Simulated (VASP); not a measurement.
The system is TaN.

```xyz
2
Lattice="0.0000 2.4911 2.4911 2.4911 0.0000 2.4911 2.4911 2.4911 0.0000" Properties=species:S:1:pos:R:3 pbc="T T T"
Ta    0.0000    0.0000    0.0000
N     1.2456    1.2456    1.2456
```

Base run:

| Item | Value |
| --- | --- |
| Program | VASP 6.6.1 |
| Functional | PBEsol |
| Potentials or basis | VASP PAW PBE potentials, release 64 (Ta_pv, N) |
| Cutoff | 520 eV |
| k mesh | 9 × 9 × 9 |
| Occupations | fermi-dirac, width 0.05 eV |
| Spin | no spin polarisation |

Its results: band gap on the k mesh zero (band 8 reaches 5.81 eV, above the bottom of band 9 at 5.28 eV); pressure -30.6 GPa.

Q: The run is repeated on the same cell with these changes: functional from PBEsol to LDA; potentials or basis from VASP PAW PBE potentials, release 64 (Ta_pv, N) to VASP PAW LDA potentials, release 64 (Ta_pv, N). What comes out?

A: Band gap on the k mesh zero (band 8 reaches 5.78 eV, above the bottom of band 9 at 5.21 eV); pressure -33.8 GPa.

Caveats: spin-orbit coupling is left out, which moves the levels of the heavy elements; the PAW data sets were made with another functional, which shifts forces and pressure a little (some runs).
